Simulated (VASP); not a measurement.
# BeSiSb2 (P-4m2) in VASP: single point with HSE06

Aim: the single point of BeSiSb2 with HSE06.

All numbers are computed with VASP 6.6.1; they aren't measurements. Logs are shortened: lines on timing, memory, paths and dates and some standing lists are left out, and cuts for length are marked.

### Step 1. The cell of the first run

Symmetry: P-4m2, No. 115, tetragonal system. The conventional cell has a = 4.122 Å, b = 4.122 Å, c = 6.038 Å, α = 90.00°, β = 90.00°, γ = 90.00°. Be (site symmetry -4m2) has 4 Sb at 2.48 Å within 3.3 Å. Sb (site symmetry 2mm) has 2 Be at 2.48 Å and 2 Si at 2.63 Å within 3.3 Å. Si (site symmetry -4m2) has 4 Sb at 2.63 Å within 3.5 Å.

### Step 2. Single point, HSE06 (uniaxial z strain +4.5%)

File POSCAR:

```
BeSiSb2
1.0
    4.1218505706      0.0000000000      0.0000000000
    0.0000000000      4.1218505706      0.0000000000
    0.0000000000      0.0000000000      6.0381212896
Be Sb Si
1 2 1
Direct
    0.0000000000      0.0000000000      0.0000000000
    0.0000000000      0.5000000000      0.2291566619
    0.5000000000      0.0000000000      0.7708433381
    0.5000000000      0.5000000000      0.5000000000
```

File INCAR.step1:

```
ALGO = Normal ; EDIFF = 1E-5
ENCUT = 520 ; GGA = PE
ISIF = 2 ; ISMEAR = -1
LASPH = True ; LCHARG = False
LREAL = False ; LWAVE = True
NBANDS = 16 ; NELM = 60
PREC = Accurate ; SIGMA = 0.02
```

File INCAR.step2:

```
ALGO = Normal ; EDIFF = 1E-6
ENCUT = 520 ; GGA = PE
HFSCREEN = 0.2079 ; ISIF = 2
ISMEAR = -1 ; ISTART = 1
LASPH = True ; LCHARG = False
LHFCALC = True ; LREAL = False
LWAVE = False ; NBANDS = 16
NELM = 60 ; PREC = Accurate
PRECFOCK = Normal ; SIGMA = 0.02
```

File KPOINTS:

```
k-points
0
Gamma
  4 4 4
```

Potentials or basis: VASP PAW PBE potentials, release 64 (Be, Sb, Si).

Launch:

```console
> cat potpaw_PBE.64/Be/POTCAR potpaw_PBE.64/Sb/POTCAR potpaw_PBE.64/Si/POTCAR > POTCAR
> cp INCAR.step1 INCAR
> mpirun -np 1 vasp_std > vasp.out
> cp INCAR.step2 INCAR
> mpirun -np 1 vasp_std > vasp.out
```

OUTCAR:

```text
EDIFF = 1E-6
   ENCUT = 520
   GGA = PE
   HFSCREEN = 0.2079
   ISIF = 2
   ISMEAR = -1
   ISTART = 1
   LASPH = True
   LHFCALC = True
   LREAL = False
   NELM = 60
   PREC = Accurate
   PRECFOCK = Normal

 ion  position               nearest neighbor table
   1  0.000  0.000  0.000-   2 2.48   3 2.48   2 2.48   3 2.48
   2  0.000  0.500  0.229-   1 2.48   1 2.48   4 2.63   4 2.63
   3  0.500  0.000  0.771-   1 2.48   1 2.48   4 2.63   4 2.63
   4  0.500  0.500  0.500-   2 2.63   3 2.63   3 2.63   2 2.63

  LATTYP: Found a simple tetragonal cell.
 ALAT       =     4.1218505706
 C/A-ratio  =     1.4649054317

  Lattice vectors:

 A1 = (   4.1218505706,   0.0000000000,   0.0000000000)
 A2 = (   0.0000000000,   4.1218505706,   0.0000000000)
 A3 = (   0.0000000000,   0.0000000000,   6.0381212896)

Analysis of symmetry for initial positions (statically):
=====================================================================
 Subroutine PRICEL returns:
 Original cell was already a primitive cell.

 Routine SETGRP: Setting up the symmetry group for a
 simple tetragonal supercell.

 Subroutine GETGRP returns: Found  8 space group operations
 (whereof  8 operations were pure point group operations)
 out of a pool of 16 trial point group operations.

The static configuration has the point symmetry D_2d.

Analysis of symmetry for dynamics (positions and initial velocities):
=====================================================================
 Subroutine PRICEL returns:
 Original cell was already a primitive cell.

 Routine SETGRP: Setting up the symmetry group for a
 simple tetragonal supercell.

 Subroutine GETGRP returns: Found  8 space group operations
 (whereof  8 operations were pure point group operations)
 out of a pool of 16 trial point group operations.

The dynamic configuration has the point symmetry D_2d.

 Subroutine INISYM returns: Found  8 space group operations
 (whereof  8 operations are pure point group operations),
 and found     1 'primitive' translations

----------------------------------------------------------------------------------------

                                     Primitive cell

  volume of cell :     102.5856

  direct lattice vectors                    reciprocal lattice vectors
     4.121850571  0.000000000  0.000000000     0.242609474  0.000000000  0.000000000
     0.000000000  4.121850571  0.000000000     0.000000000  0.242609474  0.000000000
     0.000000000  0.000000000  6.038121290     0.000000000  0.000000000  0.165614427

  length of vectors
     4.121850571  4.121850571  6.038121290     0.242609474  0.242609474  0.165614427

  position of ions in fractional coordinates (direct lattice)
     0.000000000  0.000000000  0.000000000
     0.000000000  0.500000000  0.229156662
     0.500000000  0.000000000  0.770843338
     0.500000000  0.500000000  0.500000000

  ion indices of the primitive-cell ions
   primitive index   ion index
                 1           1
                 2           2
                 3           3
                 4           4

----------------------------------------------------------------------------------------

 KPOINTS: k-points

Automatic generation of k-mesh.
 Grid dimensions read from file:
 generate k-points for:    4    4    4

 Generating k-lattice:

  Cartesian coordinates                     Fractional coordinates (reciprocal lattice)
     0.060652369  0.000000000  0.000000000     0.250000000  0.000000000  0.000000000
     0.000000000  0.060652369  0.000000000     0.000000000  0.250000000  0.000000000
     0.000000000  0.000000000  0.041403607     0.000000000  0.000000000  0.250000000

  Length of vectors
     0.060652369  0.060652369  0.041403607

  Shift w.r.t. Gamma in fractional coordinates (k-lattice)
     0.000000000  0.000000000  0.000000000

 Subroutine IBZKPT returns following result:
 ===========================================

 Found     18 irreducible k-points:

 Following reciprocal coordinates:
            Coordinates               Weight
  0.000000  0.000000  0.000000      1.000000
  0.250000  0.000000  0.000000      4.000000
  0.500000  0.000000  0.000000      2.000000
  0.250000  0.250000  0.000000      4.000000
  0.500000  0.250000  0.000000      4.000000
  0.500000  0.500000  0.000000      1.000000
[... 10 lines left out ...]
  0.500000  0.250000  0.500000      4.000000
  0.500000  0.500000  0.500000      1.000000
   k-points           NKPTS =     18   k-points in BZ     NKDIM =     64   number of bands    NBANDS=     16
   number of dos      NEDOS =    301   number of ions     NIONS =      4
   total plane-waves  NPLWV =  49152
   dimension x,y,z NGX =    32 NGY =   32 NGZ =   48
   dimension x,y,z NGXF=    64 NGYF=   64 NGZF=   96
   ions per type =               1   2   1
   NGX,Y,Z   is equivalent  to a cutoff of  12.91, 12.91, 13.22 a.u.
   NGXF,Y,Z  is equivalent  to a cutoff of  25.81, 25.81, 26.43 a.u.
 SYSTEM =  unknown system
   PREC   = accura    normal or accurate (medium, high low for compatibility)
   ISTART =      1    job   : 0-new  1-cont  2-samecut
   ICHARG =      0    charge: 1-file 2-atom 10-const
   ISPIN  =      1    spin polarized calculation?
   LNONCOLLINEAR =      F non collinear calculations
   LSORBIT =      F    spin-orbit coupling
   LASPH  =      T    aspherical Exc in radial PAW
   ENCUT  =  520.0 eV  38.22 Ry    6.18 a.u.   7.66  7.66 11.23*2*pi/ulx,y,z
   NELM   =     60;   NELMIN=  2; NELMDL=  0     # of ELM steps
   EDIFF  = 0.1E-05   stopping-criterion for ELM
   LREAL  =      F    real-space projection
   EDIFFG = 0.1E-04   stopping-criterion for IOM
   NSW    =      0    number of steps for IOM
   IBRION =     -1    ionic relax: 0-MD 1-quasi-New 2-CG
   NFREE  =      0    steps in history (QN), initial steepest desc. (CG)
   ISIF   =      2    stress and relaxation
   ISYM   =      3    0-nonsym 1-usesym 2-fastsym
   POTIM  = 0.5000    time-step for ionic-motion
   TEBEG  =    0.0;   TEEND  =   0.0 temperature during run
   PSTRESS=    0.0 pullay stress
   NELECT =      16.0000    total number of electrons
   NUPDOWN=      -1.0000    fix difference up-down
   EMIN   =  10.00;   EMAX   =-10.00  energy-range for DOS
   EFERMI =   0.00;   METHOD = LEGACY
   ISMEAR =    -1;   SIGMA  =   0.02  broadening in eV -4-tet -1-fermi 0-gaus
   EFERMI_NEDOS =   21; number of points for ismear=-14 and -15
   IALGO  =     38    algorithm
   IMIX   =      1    mixing-type and parameters
     AMIX     =   0.40;   BMIX     =  1.00
     AMIX_MAG =   1.60;   BMIX_MAG =  1.00
  volume/ion in A,a.u.               =      25.65       173.07
  Fermi-wavevector in a.u.,A,eV,Ry     =   0.881223  1.665271 10.565669  0.776555
  Thomas-Fermi vector in A             =   2.001690
   LORBIT       =      0    0 simple, 1 ext, 2 COOP (PROOUT), +10 PAW based schemes
   GGA     = PE    functional components
   LHFCALC =     T    Hartree Fock is set to
   PRECFOCK=normal    Normal, Fast or Accurate (Low or Medium for compatibility)
   ENCUT4O =  -1.0   cutoff for four orbital integrals eV
   NKREDX  =     1    reduce k-point grid by
   NKREDY  =     1    reduce k-point grid by
   NKREDZ  =     1    reduce k-point grid by
   AEXX    =    0.2500 exact exchange contribution
   HFSCREEN=    0.2079 screening length (either q_TF or 0.3 A-1)
   HFSCREENC=   0.2079 screening length for correlation (either q_TF or 0.3 A-1)
   ENCUTFOCK=  -1.0 apply spherical cutoff to Coloumb kernel
   IVDW    =     0    specifies the selected vdW correction
   LEPSILON=     F    determine dielectric tensor
   LRPA    =     F    only Hartree local field effects (RPA)
 non-spin polarized calculation
  energy-cutoff  :      520.00
  volume of cell :      102.59
 maximum number of plane-waves:      2792
 NGX is ok and might be reduce to    32
  NGX = 24; NGY = 24; NGZ = 36

 number of electron      15.9999999 magnetization

 Free energy of the ion-electron system (eV)
  ---------------------------------------------------
  ext. energy  EPLUGINS =         0.00000000
  ---------------------------------------------------
  free energy    TOTEN  =       -20.03141463 eV

  energy without entropy =      -20.03141081  energy(sigma->0) =      -20.03141272

 E-fermi :   5.1409     XC(G=0):  -7.4298

 val. band max:        4.9663880140   @ k =   0.0000   0.0000   0.0000
 cond. band min:       5.3015277888   @ k =   0.5000   0.5000   0.0000
 fundamental gap:      0.3351397749
 Fermi energy:         5.1408667737

 k-point     1 :       0.0000    0.0000    0.0000
  band No.  band energies     occupation
      1      -7.9696      2.00000
      2      -5.1062      2.00000
      3      -2.4951      2.00000
      4       1.9283      2.00000
      5       1.9283      2.00000
      6       4.5231      2.00000
[... 8 lines left out ...]
     15      12.2554      0.00000
     16      13.7297      0.00000

 k-point     2 :       0.2500    0.0000    0.0000
  band No.  band energies     occupation
      1      -7.5023      2.00000
      2      -5.1051      2.00000
      3      -2.3495      2.00000
      4       0.5329      2.00000
      5       2.2985      2.00000
      6       2.3336      2.00000
[... 8 lines left out ...]
     15      12.4569      0.00000
     16      12.8450      0.00000

 k-point     3 :       0.5000    0.0000    0.0000
  band No.  band energies     occupation
      1      -6.6309      2.00000
      2      -5.6472      2.00000
      3      -2.1091      2.00000
      4       0.4871      2.00000
      5       0.7434      2.00000
      6       1.3192      2.00000
[... 8 lines left out ...]
     15      11.0097      0.00000
     16      12.0275      0.00000
[... 248 lines left out ...]
 k-point    17 :       0.5000    0.2500    0.5000
  band No.  band energies     occupation
      1      -5.9496      2.00000
      2      -5.2560      2.00000
      3      -3.1094      2.00000
      4      -0.5052      2.00000
      5       0.8352      2.00000
      6       2.2502      2.00000
[... 8 lines left out ...]
     15      12.2319      0.00000
     16      12.2847      0.00000

 k-point    18 :       0.5000    0.5000    0.5000
  band No.  band energies     occupation
      1      -4.8996      2.00000
      2      -4.8996      2.00000
      3      -3.9180      2.00000
      4       0.1448      2.00000
      5       0.2349      2.00000
      6       1.2282      2.00000
[... 8 lines left out ...]
     15      10.4170      0.00000
     16      11.6350      0.00000

------------------------ aborting loop because EDIFF is reached ----------------------------------------

  FORCE on cell =-STRESS in cart. coord.  units (eV):
  Direction    XX          YY          ZZ          XY          YZ          ZX
  --------------------------------------------------------------------------------------
  -------------------------------------------------------------------------------------
  Total       -1.4643026     -1.4643026     -3.9324931      0.0000000      0.0000000      0.0000000
  in kB      -22.8694167    -22.8694167    -61.4175139      0.0000000      0.0000000      0.0000000
  external PRESSURE =     -35.7187824 kB  Pullay stress =       0.0000000 kB

 VOLUME and BASIS-vectors are now :
 -----------------------------------------------------------------------------
  energy-cutoff  :      520.00
  volume of cell :      102.59
      direct lattice vectors                 reciprocal lattice vectors
     4.121850571  0.000000000  0.000000000     0.242609474  0.000000000  0.000000000
     0.000000000  4.121850571  0.000000000     0.000000000  0.242609474  0.000000000
     0.000000000  0.000000000  6.038121290     0.000000000  0.000000000  0.165614427

 POSITION                                       TOTAL-FORCE (eV/Angst)
 -----------------------------------------------------------------------------------
      0.00000      0.00000      0.00000        -0.000000      0.000000     -0.000000
      0.00000      2.06093      1.38368         0.000000     -0.000000      0.093280
      2.06093      0.00000      4.65445        -0.000000      0.000000     -0.093280
      2.06093      2.06093      3.01906        -0.000000      0.000000     -0.000000
 -----------------------------------------------------------------------------------
    total drift:                                0.000009     -0.000016     -0.000001

  FREE ENERGIE OF THE ION-ELECTRON SYSTEM (eV)
  ---------------------------------------------------
  free  energy   TOTEN  =       -20.0314146252 eV

  energy  without entropy=      -20.0314108090  energy(sigma->0) =      -20.03141272
```

It took 23 min on 1 thread of Intel Xeon Platinum 8488C (Sapphire Rapids), shared host; peak memory 0.35 GiB.

What came out:

```
Free energy            : -20.0314 eV
Pressure               : -3.6 GPa
Largest force          : 0.093 eV/Å
Band gap on the k mesh : 0.34 eV (least direct gap 0.89 eV)
```

Forces on the atoms (eV/Å):
```
Be   0.000  0.000  0.000
Sb   0.000  0.000  0.093
Sb   0.000  0.000 -0.093
Si   0.000  0.000  0.000
```

Stress tensor (GPa, compression positive):
```
-2.29  0.00  0.00
 0.00 -2.29  0.00
 0.00  0.00 -6.14
```

Caveat: the cell differs from its parent crystal (uniaxial z strain +4.5%); the cell stands under tension; the PAW data sets were made with another functional, which shifts forces and pressure a little; spin-orbit coupling is left out, which moves the levels of the heavy elements. A k mesh can miss the band edges.
